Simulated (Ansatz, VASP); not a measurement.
# Pt: VASP beside Ansatz

```
Pt
1.0
     0.00000    2.05579    1.95790
     2.05579    0.00000    1.95790
     2.05579    2.05579    0.00000
Pt
1
Direct
  0.00000 0.00000 0.00000
```

Change from the starting cell: strain +0.0500 x Voigt [1, 1, 0, 0, 0, 0], atoms carried along.

Alike in both runs: task single point; functional PBE; k mesh 20 × 20 × 20; occupations gaussian, width 0.15 eV; no spin polarisation.

```csv
,VASP,Ansatz
version,VASP 6.6.1,Ansatz 0.2.0
potentials or method,"VASP PAW PBE potentials, release 64 (Pt), cutoff 520 eV","scalar-relativistic, plane waves, PAW"
valence electrons in the cell,10,18
```

|  | VASP | Ansatz | Ansatz less VASP |
| --- | --- | --- | --- |
| gap on the k mesh at the Fermi level (eV) | none | none | - |
| pressure (GPa) | -12.1 | -11.7 | +0.37 |
| traceless stress, the component that is largest in VASP (GPa) | 1.65 | 1.67 | +0.013 |

A gap of «none» marks a metal or a gap that the smearing closes. VASP's potentials hold 10 valence electrons a cell and Ansatz's 18, so a difference there can come from the potentials and not from the codes.

Neither program's run includes spin-orbit coupling.
